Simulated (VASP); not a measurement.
Set up this calculation in VASP 6.6.1, as the native input.

```yaml
Task: relaxation of cell and atoms
Functional: PBE
Dispersion: D3(BJ)
Potentials_or_basis: VASP PAW PBE potentials, release 64 (W_sv, S)
Cutoff: 600 eV
k_mesh: 12 × 12 × 12
Occupations: gaussian, width 0.02 eV
Spin: no spin polarisation
Dipole_correction: no
Further_INCAR_settings: ALGO = Normal; EDIFF = 1e-06; IBRION = 2; EDIFFG = -0.005; NSW = 100; ISIF = 3
```

The structure of WS2 lies in POSCAR:

```
WS2
1.0
    1.5785185901      0.9113581329      6.0539924733
   -1.5785185901      0.9113581329      6.0539924733
    0.0000000000     -1.8227162658      6.0539924733
W S
1 2
Direct
   -0.0006376611     -0.0006376611     -0.0006376611
    0.7526601179      0.7526601179      0.7526601179
    0.5792775432      0.5792775432      0.5792775432
```

One way to write it, as run:

INCAR

```
  ALGO = Normal
  EDIFF = 1E-6
  EDIFFG = -0.005
  ENCUT = 600
  GGA = PE
  IBRION = 2
  ISIF = 3
  ISMEAR = 0
  IVDW = 12
  LASPH = T
  LCHARG = F
  LREAL = F
  LWAVE = F
  NELM = 100
  NSW = 100
  PREC = Accurate
  SIGMA = 0.02
```

KPOINTS

```
k-points
0
Gamma
  12 12 12
```

Potentials or basis: VASP PAW PBE potentials, release 64 (W_sv, S).

Launch:

```bash
$ cat potpaw_PBE.64/W_sv/POTCAR potpaw_PBE.64/S/POTCAR > POTCAR
$ mpirun -np 1 vasp_std > vasp.out
```

Results of the run:

The relaxed volume is 17.40 Å³/atom. The relaxed cell is a = 6.318 Å, b = 6.318 Å, c = 6.318 Å, α = 28.94°, β = 28.94°, γ = 28.94°, the space group after relaxing (to 0.05 Å) is R3m (No. 160) and the energy gained by relaxing is 0.0 meV/atom. The ionic steps are 8 and the pressure after relaxing is 0.0 GPa. The largest force after relaxing is 0.005 eV/Å, the band gap on the k mesh is 0.94 eV, indirect (least direct gap 1.92 eV) and the dispersion energy per atom is -0.436 eV.

Caveat: spin-orbit coupling is left out, which moves the levels of the heavy elements.

Wall time 46 min on 1 thread of Intel(R) Xeon(R) Platinum 8259CL CPU @ 2.50GHz (Skylake/Cascade Lake), with other jobs on the host, peak memory 0.54 GiB.
